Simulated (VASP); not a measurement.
# Cd (P6_3/mmc) in VASP: notebook

Cd is run at these levels: PBE; tasks: single point.

All numbers are computed with VASP 6.6.1; they aren't measurements. Logs are shortened: lines on timing, memory, paths and dates and some standing lists are left out, and cuts for length are marked.

## (1) The cell of the first run

Symmetry: P6_3/mmc, No. 194, hexagonal system. The conventional cell has a = 3.001 Å, b = 3.001 Å, c = 5.926 Å, α = 90.00°, β = 90.00°, γ = 120.00°. Cd (site symmetry -6m2) has 12 Cd at 3.00 to 3.43 Å within 4.0 Å.

## (2) Single point, PBE

INCAR reads:

```
ALGO = Normal
EDIFF = 1E-6
ENCUT = 520
GGA = PE
ISIF = 2
ISMEAR = 1
LASPH = True
LCHARG = False
LREAL = False
LWAVE = False
NBANDS = 19
NELM = 100
PREC = Accurate
SIGMA = 0.03
```

KPOINTS reads:

```
k-points
0
Gamma
  12 12 6
```

POSCAR reads:

```
Cd
1.0
    3.0007103730      0.0000000000      0.0000000000
   -1.5003551865      2.5986914124      0.0000000000
    0.0000000000      0.0000000000      5.9261569577
Cd
2
Direct
    0.3333333333      0.6666666667      0.2500000000
    0.6666666667      0.3333333333      0.7500000000
```

Potentials or basis: VASP PAW PBE potentials, release 64 (Cd).

Command:

```console
cat potpaw_PBE.64/Cd/POTCAR > POTCAR
mpirun -np 1 vasp_std > vasp.out
```

OUTCAR:

```text
EDIFF = 1E-6
   ENCUT = 520
   GGA = PE
   ISIF = 2
   ISMEAR = 1
   LASPH = True
   LREAL = False
   NELM = 100
   PREC = Accurate

 ion  position               nearest neighbor table
   1  0.333  0.667  0.250-   2 3.43   2 3.43   2 3.43   2 3.43   2 3.43   2 3.43
   2  0.667  0.333  0.750-   1 3.43   1 3.43   1 3.43   1 3.43   1 3.43   1 3.43

  LATTYP: Found a hexagonal cell.
 ALAT       =     3.0007103730
 C/A-ratio  =     1.9749180098

  Lattice vectors:

 A1 = (   3.0007103730,   0.0000000000,   0.0000000000)
 A2 = (  -1.5003551865,   2.5986914124,   0.0000000000)
 A3 = (   0.0000000000,   0.0000000000,   5.9261569577)

Analysis of symmetry for initial positions (statically):
=====================================================================
 Subroutine PRICEL returns:
 Original cell was already a primitive cell.

 Routine SETGRP: Setting up the symmetry group for a
 hexagonal supercell.

 Subroutine GETGRP returns: Found 24 space group operations
 (whereof 12 operations were pure point group operations)
 out of a pool of 24 trial point group operations.

The static configuration has the point symmetry D_3d.
 The point group associated with its full space group is D_6h.

Analysis of symmetry for dynamics (positions and initial velocities):
=====================================================================
 Subroutine PRICEL returns:
 Original cell was already a primitive cell.

 Routine SETGRP: Setting up the symmetry group for a
 hexagonal supercell.

 Subroutine GETGRP returns: Found 24 space group operations
 (whereof 12 operations were pure point group operations)
 out of a pool of 24 trial point group operations.

The dynamic configuration has the point symmetry D_3d.
 The point group associated with its full space group is D_6h.

 Subroutine INISYM returns: Found 24 space group operations
 (whereof 12 operations are pure point group operations),
 and found     1 'primitive' translations

----------------------------------------------------------------------------------------

                                     Primitive cell

  volume of cell :      46.2117

  direct lattice vectors                    reciprocal lattice vectors
     3.000710373  0.000000000  0.000000000     0.333254422  0.192404530  0.000000000
    -1.500355186  2.598691412  0.000000000     0.000000000  0.384809060  0.000000000
     0.000000000  0.000000000  5.926156958     0.000000000  0.000000000  0.168743421

  length of vectors
     3.000710373  3.000710373  5.926156958     0.384809060  0.384809060  0.168743421

  position of ions in fractional coordinates (direct lattice)
     0.333333333  0.666666667  0.250000000
     0.666666667  0.333333333  0.750000000

  ion indices of the primitive-cell ions
   primitive index   ion index
                 1           1
                 2           2

----------------------------------------------------------------------------------------

 KPOINTS: k-points

Automatic generation of k-mesh.
 Grid dimensions read from file:
 generate k-points for:   12   12    6

 Generating k-lattice:

  Cartesian coordinates                     Fractional coordinates (reciprocal lattice)
     0.027771202  0.016033711  0.000000000     0.083333333  0.000000000  0.000000000
     0.000000000  0.032067422  0.000000000     0.000000000  0.083333333  0.000000000
     0.000000000  0.000000000  0.028123904     0.000000000  0.000000000  0.166666667

  Length of vectors
     0.032067422  0.032067422  0.028123904

  Shift w.r.t. Gamma in fractional coordinates (k-lattice)
     0.000000000  0.000000000  0.000000000

 Subroutine IBZKPT returns following result:
 ===========================================

 Found     76 irreducible k-points:

 Following reciprocal coordinates:
            Coordinates               Weight
  0.000000  0.000000  0.000000      1.000000
  0.083333 -0.000000  0.000000      6.000000
  0.166667  0.000000  0.000000      6.000000
  0.250000  0.000000  0.000000      6.000000
  0.333333  0.000000  0.000000      6.000000
  0.416667  0.000000  0.000000      6.000000
[... 16 lines left out ...]
  0.250000  0.000000  0.166667     12.000000
  0.333333  0.000000  0.166667     12.000000
 [... further k-points ...]
   k-points           NKPTS =     76   k-points in BZ     NKDIM =     76   number of bands    NBANDS=     19
   number of dos      NEDOS =    301   number of ions     NIONS =      2
   total plane-waves  NPLWV =  27648
   dimension x,y,z NGX =    24 NGY =   24 NGZ =   48
   dimension x,y,z NGXF=    48 NGYF=   48 NGZF=   96
   ions per type =               2
   NGX,Y,Z   is equivalent  to a cutoff of  13.30, 13.30, 13.47 a.u.
   NGXF,Y,Z  is equivalent  to a cutoff of  26.59, 26.59, 26.93 a.u.
 SYSTEM =  unknown system
   PREC   = accura    normal or accurate (medium, high low for compatibility)
   ISTART =      0    job   : 0-new  1-cont  2-samecut
   ICHARG =      2    charge: 1-file 2-atom 10-const
   ISPIN  =      1    spin polarized calculation?
   LNONCOLLINEAR =      F non collinear calculations
   LSORBIT =      F    spin-orbit coupling
   LASPH  =      T    aspherical Exc in radial PAW
   ENCUT  =  520.0 eV  38.22 Ry    6.18 a.u.   5.58  5.58 11.02*2*pi/ulx,y,z
   NELM   =    100;   NELMIN=  2; NELMDL= -5     # of ELM steps
   EDIFF  = 0.1E-05   stopping-criterion for ELM
   LREAL  =      F    real-space projection
   EDIFFG = 0.1E-04   stopping-criterion for IOM
   NSW    =      0    number of steps for IOM
   IBRION =     -1    ionic relax: 0-MD 1-quasi-New 2-CG
   NFREE  =      0    steps in history (QN), initial steepest desc. (CG)
   ISIF   =      2    stress and relaxation
   ISYM   =      2    0-nonsym 1-usesym 2-fastsym
   POTIM  = 0.5000    time-step for ionic-motion
   TEBEG  =    0.0;   TEEND  =   0.0 temperature during run
   PSTRESS=    0.0 pullay stress
   NELECT =      24.0000    total number of electrons
   NUPDOWN=      -1.0000    fix difference up-down
   EMIN   =  10.00;   EMAX   =-10.00  energy-range for DOS
   EFERMI =   0.00;   METHOD = LEGACY
   ISMEAR =     1;   SIGMA  =   0.03  broadening in eV -4-tet -1-fermi 0-gaus
   EFERMI_NEDOS =   21; number of points for ismear=-14 and -15
   IALGO  =     38    algorithm
   IMIX   =      4    mixing-type and parameters
     AMIX     =   0.40;   BMIX     =  1.00
     AMIX_MAG =   1.60;   BMIX_MAG =  1.00
  volume/ion in A,a.u.               =      23.11       155.93
  Fermi-wavevector in a.u.,A,eV,Ry     =   1.315915  2.486719 23.560298  1.731633
  Thomas-Fermi vector in A             =   2.446064
   LORBIT       =      0    0 simple, 1 ext, 2 COOP (PROOUT), +10 PAW based schemes
   GGA     = PE    functional components
   LHFCALC =     F    Hartree Fock is set to
   AEXX    =    0.0000 exact exchange contribution
   IVDW    =     0    specifies the selected vdW correction
   LEPSILON=     F    determine dielectric tensor
   LRPA    =     F    only Hartree local field effects (RPA)
 non-spin polarized calculation
 Methfessel and Paxton  Order N= 1 SIGMA  =   0.03
  energy-cutoff  :      520.00
  volume of cell :       46.21
 maximum number of plane-waves:      1271
 NGX is ok and might be reduce to    24
   NGX = 11   NGY = 11   NGZ = 23

 number of electron      24.0000002 magnetization

 Free energy of the ion-electron system (eV)
  ---------------------------------------------------
  ext. energy  EPLUGINS =         0.00000000
  ---------------------------------------------------
  free energy    TOTEN  =        -1.50177729 eV

  energy without entropy =       -1.50151097  energy(sigma->0) =       -1.50168852

 E-fermi :   2.4407     XC(G=0): -10.6637

 val. band max:        2.4246000602   @ k =   0.2500   0.0833   0.0000
 cond. band min:       2.4432350969   @ k =   0.1667   0.0833   0.1667
 fundamental gap:      0.0186350367
 Fermi energy:         2.4407344008

 k-point     1 :       0.0000    0.0000    0.0000
  band No.  band energies     occupation
      1      -7.1947      2.00000
      2      -7.0212      2.00000
      3      -6.6344      2.00000
      4      -6.6344      2.00000
      5      -6.6005      2.00000
      6      -6.6005      2.00000
[... 11 lines left out ...]
     18      17.4195      0.00000
     19      18.1594      0.00000

 k-point     2 :       0.0833   -0.0000    0.0000
  band No.  band energies     occupation
      1      -7.1270      2.00000
      2      -6.9609      2.00000
      3      -6.6585      2.00000
      4      -6.6230      2.00000
      5      -6.5737      2.00000
      6      -6.5413      2.00000
[... 11 lines left out ...]
     18      16.7567      0.00000
     19      18.4640      0.00000

 k-point     3 :       0.1667    0.0000    0.0000
  band No.  band energies     occupation
      1      -7.0179      2.00000
      2      -6.8627      2.00000
      3      -6.7068      2.00000
      4      -6.6022      2.00000
      5      -6.4041      2.00000
      6      -6.3761      2.00000
[... 11 lines left out ...]
     18      16.1330      0.00000
     19      16.3893      0.00000

 k-point     4 :       0.2500    0.0000    0.0000
  band No.  band energies     occupation
      1      -7.0789      2.00000
      2      -6.9250      2.00000
      3      -6.5880      2.00000
      4      -6.5585      2.00000
      5      -6.4157      2.00000
      6      -6.3373      2.00000
[... 407 lines left out ...]
     18      16.2878      0.00000
     19      17.3399      0.00000

 k-point    23 :       0.2500    0.0000    0.1667
  band No.  band energies     occupation
      1      -7.0685      2.00000
      2      -6.9347      2.00000
      3      -6.6560      2.00000
      4      -6.4967      2.00000
      5      -6.4636      2.00000
      6      -6.2832      2.00000
[... 11 lines left out ...]
     18      15.1245      0.00000
     19      15.8352      0.00000

 k-point    24 :       0.3333    0.0000    0.1667
  band No.  band energies     occupation
      1      -7.1946      2.00000
      2      -7.0689      2.00000
      3      -6.7974      2.00000
      4      -6.5607      2.00000
      5      -6.3540      2.00000
      6      -6.2695      2.00000
[... 11 lines left out ...]
     18      14.0220      0.00000
     19      15.3930      0.00000

 [... further k-points ...]

------------------------ aborting loop because EDIFF is reached ----------------------------------------

  FORCE on cell =-STRESS in cart. coord.  units (eV):
  Direction    XX          YY          ZZ          XY          YZ          ZX
  --------------------------------------------------------------------------------------
  -------------------------------------------------------------------------------------
  Total        0.0781586      0.0781586      0.0168058      0.0000000     -0.0000000     -0.0000000
  in kB        2.7097880      2.7097880      0.5826649      0.0000000     -0.0000000     -0.0000000
  external PRESSURE =       2.0007470 kB  Pullay stress =       0.0000000 kB

 VOLUME and BASIS-vectors are now :
 -----------------------------------------------------------------------------
  energy-cutoff  :      520.00
  volume of cell :       46.21
      direct lattice vectors                 reciprocal lattice vectors
     3.000710373  0.000000000  0.000000000     0.333254422  0.192404530  0.000000000
    -1.500355186  2.598691412  0.000000000     0.000000000  0.384809060  0.000000000
     0.000000000  0.000000000  5.926156958     0.000000000  0.000000000  0.168743421

 POSITION                                       TOTAL-FORCE (eV/Angst)
 -----------------------------------------------------------------------------------
     -0.00000      1.73246      1.48154        -0.000000     -0.000000      0.000000
      1.50036      0.86623      4.44462         0.000000      0.000000      0.000000
 -----------------------------------------------------------------------------------
    total drift:                               -0.000000      0.000000     -0.000000

  FREE ENERGIE OF THE ION-ELECTRON SYSTEM (eV)
  ---------------------------------------------------
  free  energy   TOTEN  =        -1.5017772859 eV

  energy  without entropy=       -1.5015109749  energy(sigma->0) =       -1.50168852
```

Wall time 30 s (1 thread of Intel Xeon Platinum 8259CL at 2.50GHz (Skylake/Cascade Lake), shared host); peak memory 0.2 GiB.

What came out:

- Free energy: -1.5018 eV
- Pressure: 0.2 GPa
- Band gap on the k mesh: zero (band 12 reaches 3.75 eV, above the bottom of band 13 at -0.36 eV)

Levels at points of the mesh, in eV from the Fermi level:
| k point | band 10 | band 11 | band 12 | band 13 | band 14 | band 15 |
| --- | --- | --- | --- | --- | --- | --- |
| (0.00, 0.00, 0.00) | -8.38 | -8.32 | -3.46 | -2.80 | 9.09 | 13.22 |
| (0.50, 0.00, 0.00) | -8.08 | -1.96 | -1.55 | 1.71 | 2.73 | 3.07 |
| (0.00, 0.00, 0.50) | -8.45 | -7.01 | -7.01 | 2.93 | 2.93 | 14.94 |
| (0.50, 0.00, 0.50) | -8.08 | -1.23 | -1.23 | 0.14 | 0.14 | 7.41 |

## (3) Single point, PBE

INCAR reads:

```
SYSTEM = Cd
PREC = Accurate
ENCUT = 520
EDIFF = 1E-6
ISMEAR = 1
SIGMA = 0.3
LREAL = .False.
LASPH = .True.
NELM = 80
ALGO = Normal
ISIF = 2
LWAVE = .False.
LCHARG = .False.
GGA = PE
NBANDS = 19
```

KPOINTS reads:

```
Automatic mesh
0
Gamma
  12 12 6
  0 0 0
```

POSCAR is that of step 2.

Potentials or basis: VASP PAW PBE potentials, release 64 (Cd).

Command:

```console
cat potpaw_PBE.64/Cd/POTCAR > POTCAR
mpirun -np 1 vasp_std > vasp.out
```

It took 30 s on 1 thread of Intel Xeon Platinum 8259CL at 2.50GHz (Skylake/Cascade Lake), shared host; peak memory 0.2 GiB.

Results (log left out):

```
Free energy            : -1.5028 eV
Pressure               : 0.2 GPa
Band gap on the k mesh : zero (band 12 reaches 3.75 eV, above the bottom of band 13 at -0.36 eV)
```

Levels at points of the mesh, in eV from the Fermi level:
| k point | band 9 | band 10 | band 11 | band 12 | band 13 | band 14 | band 15 | band 16 |
| --- | --- | --- | --- | --- | --- | --- | --- | --- |
| (0.00, 0.00, 0.00) | -8.45 | -8.45 | -8.39 | -3.53 | -2.87 | 9.02 | 13.15 | 14.57 |
| (0.50, 0.00, 0.00) | -8.16 | -8.15 | -2.03 | -1.62 | 1.64 | 2.66 | 3.00 | 5.01 |
| (0.00, 0.00, 0.50) | -8.52 | -8.52 | -7.07 | -7.07 | 2.86 | 2.86 | 14.87 | 14.87 |
| (0.50, 0.00, 0.50) | -8.15 | -8.15 | -1.30 | -1.30 | 0.07 | 0.07 | 7.34 | 7.34 |

## (4) Single point, PBE

INCAR reads:

```
SYSTEM = Cd
PREC = Accurate
ENCUT = 520
EDIFF = 1E-7
ISMEAR = -1
SIGMA = 0.1
LREAL = .FALSE.
LASPH = .TRUE.
NELM = 100
ALGO = Normal
ISIF = 2
LWAVE = .FALSE.
LCHARG = .FALSE.
GGA = PE
NBANDS = 19
```

KPOINTS reads:

```
regular mesh
0
G
  13 13 6
  0 0 0
```

POSCAR is that of step 3.

Command:

```console
cat potpaw_PBE.64/Cd/POTCAR > POTCAR
mpirun -np 1 vasp_std > vasp.out
```

Run time: 33 s. Hardware: 1 thread of Intel Xeon Platinum 8259CL at 2.50GHz (Skylake/Cascade Lake), shared host; peak memory 0.2 GiB.

Results (log left out):

```yaml
Free_energy: -1.5014 eV
Pressure: 0.4 GPa
Band_gap_on_the_k_mesh: zero (band 12 reaches 3.70 eV, above the bottom of band 13 at -0.36 eV)
```

Stress tensor (GPa, compression positive):
```
 0.96  0.00  0.00
 0.00  0.96  0.00
 0.00  0.00 -0.83
```

Levels at points of the mesh, in eV from the Fermi level:
| k point | band 8 | band 9 | band 10 | band 11 | band 12 | band 13 | band 14 | band 15 | band 16 | band 17 |
| --- | --- | --- | --- | --- | --- | --- | --- | --- | --- | --- |
| (0.00, 0.00, 0.00) | -8.52 | -8.35 | -8.35 | -8.30 | -3.44 | -2.78 | 9.12 | 13.25 | 14.66 | 15.01 |
| (0.00, 0.00, 0.50) | -8.42 | -8.42 | -8.42 | -6.98 | -6.98 | 2.96 | 2.96 | 14.97 | 14.97 | 15.85 |

## (5) The runs side by side

| k mesh | smearing | gap on the mesh (eV) | pressure (GPa) |
| --- | --- | --- | --- |
| 12 × 12 × 6 | methfessel-paxton 0.03 eV | none | 0.2 |
| 12 × 12 × 6 | methfessel-paxton 0.3 eV | none | 0.2 |
| 13 × 13 × 6 | fermi-dirac 0.1 eV | none | 0.4 |

Alike in all rows: task single point; level PBE; potentials or basis VASP PAW PBE potentials, release 64 (Cd); no spin polarisation; cell as given; cutoff (eV) 520.

Every run on the cell as given and a fine mesh finds a metal.

Total energies depend on the potentials used, so only differences within one code and one set of settings carry meaning.
